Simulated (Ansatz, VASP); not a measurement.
Ta in VASP and in Ansatz

```
Ta
1.0
    -1.64026    1.64026    1.64026
     1.64026   -1.64026    1.64026
     3.28052    3.28052    0.00000
Ta
2
Direct
  0.00000 0.00000 0.00000
  0.50000 0.50000 0.50000
```

Alike in both runs: task single point; functional PBEsol; k mesh 22 × 22 × 14; occupations gaussian, width 0.15 eV; no spin polarisation.

|  | VASP | Ansatz |
| --- | --- | --- |
| version | VASP 6.6.1 | Ansatz 0.2.0 |
| potentials or method | VASP PAW PBE potentials, release 64 (Ta_pv), cutoff 520 eV | scalar-relativistic, plane waves, PAW |
| valence electrons in the cell | 22 | 26 |

|  | VASP | Ansatz | Ansatz less VASP |
| --- | --- | --- | --- |
| gap on the k mesh at the Fermi level (eV) | none | none | - |
| pressure (GPa) | 0.4 | 0.2 | -0.18 |

VASP's potentials were made for PBE, not for PBEsol. A gap of «none» marks a metal or a gap that the smearing closes. The functional is the same, so the differences come from potentials, cutoffs and numerics. VASP's potentials hold 22 valence electrons a cell and Ansatz's 26, so a difference there can come from the potentials and not from the codes.

Spin-orbit coupling is off throughout.
